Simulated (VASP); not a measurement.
A run of VASP 6.6.1:

File INCAR:

```
PREC = Accurate ; ENCUT = 520
EDIFF = 1E-6 ; ISMEAR = 0
SIGMA = 0.05 ; LREAL = False
LASPH = True ; NELM = 60
ALGO = Normal ; ISIF = 2
LWAVE = False ; LCHARG = False
GGA = PE ; NBANDS = 20
```

KPOINTS

```
regular mesh
0
Gamma
  12 12 12
```

Contents of POSCAR:

```
SnO2
1.0
    1.6450283737      0.9497575744      5.0042302243
   -1.6450283737      0.9497575744      5.0042302243
    0.0000000000     -1.8995151487      5.0042302243
Sn O
1 2
Direct
    0.5000000000      0.5000000000      0.5000000000
    0.2176001231      0.2176001231      0.2176001231
    0.7823998769      0.7823998769      0.7823998769
```

Potentials or basis: VASP PAW PBE potentials, release 64 (Sn_d, O).

Launch:

```sh
$ cat potpaw_PBE.64/Sn_d/POTCAR potpaw_PBE.64/O/POTCAR > POTCAR
$ mpirun -np 1 vasp_std > vasp.out
```

Hardware: 1 thread of Intel(R) Xeon(R) 6975P-C (Granite Rapids) (shared host).

Problem. Estimate the wall time of this run.

Solution. Wall time 110 s on 1 thread of Intel(R) Xeon(R) 6975P-C (Granite Rapids), on a shared host, peak memory 0.35 GiB. Counts: scf iterations 13, k points 189.
